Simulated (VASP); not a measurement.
Runs of VASP 6.6.1 on Pt. The structure is that of space group Im-3m (No. 229), or close to it. The cells are those of the table. 

```csv
cell,gap on the mesh (eV),pressure (GPa)
"a = 2.717 Å, angles 109.9, 109.9, 108.7°, 1 atom",none,-8.8
"a = 2.799 Å, angles 108.7, 108.7, 111.1°, 1 atom",none,-25.9
"a = 2.771 Å, angles 109.1, 109.1, 110.3°, 1 atom",none,-21.2
"a = 2.744 Å, angles 109.5°, 1 atom",none,(b)
"a = 2.689 Å, angles 110.3, 110.3, 107.8°, 1 atom",none,(a)
```

Alike in all rows: task single point; level LDA; potentials or basis VASP PAW LDA potentials, release 64 (Pt); no spin polarisation; k mesh 15 × 15 × 15; cutoff (eV) 520; smearing gaussian 0.1 eV.

Q: Fill in the values left out.

A: (a) -0.5; (b) -15.5.

Caveats: spin-orbit coupling is left out, which moves the levels of the heavy elements.

A k mesh can miss the band edges, and the runs leave out spin-orbit coupling on Pt.

A gap of «none» marks levels without a gap at the run's occupations.
